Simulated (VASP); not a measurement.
Crystal: RbBr.

```
CELL_PARAMETERS angstrom
0.00000 3.46083 3.59546
3.46083 0.00000 3.59546
3.46083 3.46083 0.00000
ATOMIC_POSITIONS crystal
Rb 0.00000 0.00000 0.00000
Br 0.50000 0.50000 0.50000
```

This cell differs from its parent crystal: uniaxial z strain +3.9%.

Base run:

```yaml
Program: VASP 6.6.1
Functional: PBE
Potentials_or_basis: VASP PAW PBE potentials, release 64 (Rb_sv, Br)
Cutoff: 520 eV
k_mesh: 6 × 6 × 6
Occupations: fermi-dirac, width 0.02 eV
Spin: no spin polarisation
```

Its results: band gap on the k mesh 4.18 eV, direct; pressure 0.1 GPa.

The run is repeated on the same cell with these changes: functional from PBE to r2SCAN; occupations from fermi-dirac, width 0.02 eV to gaussian, width 0.01 eV. What comes out?

Band gap on the k mesh 4.78 eV, direct; pressure -0.4 GPa.

Caveats: the PAW data sets were made with another functional, which shifts forces and pressure a little (some runs).

